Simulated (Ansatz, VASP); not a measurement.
## TaNb2N3: VASP beside Ansatz

```
CELL_PARAMETERS angstrom
2.52210 1.45614 4.31836
-2.52210 1.45614 4.31836
0.00000 -2.91228 4.31836
ATOMIC_POSITIONS crystal
Ta 0.50000 0.50000 0.50000
Nb 0.73841 0.73841 0.73841
Nb 0.26159 0.26159 0.26159
N 0.00000 0.00000 0.50000
N 0.50000 0.00000 0.00000
N 0.00000 0.50000 0.00000
```

Alike in both runs: task relaxation of cell and atoms; functional PBE; k mesh 12 × 12 × 12; occupations gaussian, width 0.1 eV; no spin polarisation.

```csv
,VASP,Ansatz
version,VASP 6.6.1,Ansatz 0.2.0
potentials or method,"VASP PAW PBE potentials, release 64 (Ta_pv, Nb_sv, N), cutoff 600 eV","scalar-relativistic, plane waves, PAW"
valence electrons in the cell,52,54
```

Ansatz gave:

```
gap on the k mesh at the Fermi level, each at its own relaxed structure (eV) : none
relaxed volume (Å³/atom)                                                     : 15.86
relaxed cell length with the largest relative difference (Å)                 : 5.215
```

**Question.** Which values does VASP return?

**Answer.** gap on the k mesh at the Fermi level, each at its own relaxed structure (eV): none; relaxed volume (Å³/atom): 15.82; relaxed cell length with the largest relative difference (Å): 5.207.

A gap of «none» marks a metal or a gap that the smearing closes. VASP's potentials hold 52 valence electrons a cell and Ansatz's 54, so a difference there can come from the potentials and not from the codes.

Neither program's run includes spin-orbit coupling.
